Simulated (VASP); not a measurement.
Input of a VASP 6.6.1 run:

INCAR

```
SYSTEM = Rb
PREC = Accurate
ENCUT = 520
EDIFF = 1E-6
ISMEAR = 0
SIGMA = 0.1
LREAL = .False.
LASPH = .True.
NELM = 100
ALGO = Fast
ISIF = 2
LWAVE = .False.
LCHARG = .True.
GGA = PE
LELF = .True.
LVHAR = .True.
NBANDS = 10
```

KPOINTS

```
regular mesh
0
Gamma
  10 10 10
  0 0 0
```

The input POSCAR:

```
Rb
1.0
   -2.7472735494      2.7472735494      2.7472735494
    2.7472735494     -2.7472735494      2.7472735494
    2.7472735494      2.7472735494     -2.7472735494
Rb
1
Direct
    0.0000000000      0.0000000000      0.0000000000
```

Potentials or basis: VASP PAW PBE potentials, release 64 (Rb_sv).

Command:

```console
$ cat potpaw_PBE.64/Rb_sv/POTCAR > POTCAR
$ mpirun -np 1 vasp_std > vasp.out
```

(1) What does it give for the pressure?

(2) Predict the band gap on the k mesh.

Results:

(1) 0.3 GPa.

(2) zero (an odd number of electrons rules out a gap without spin polarisation).
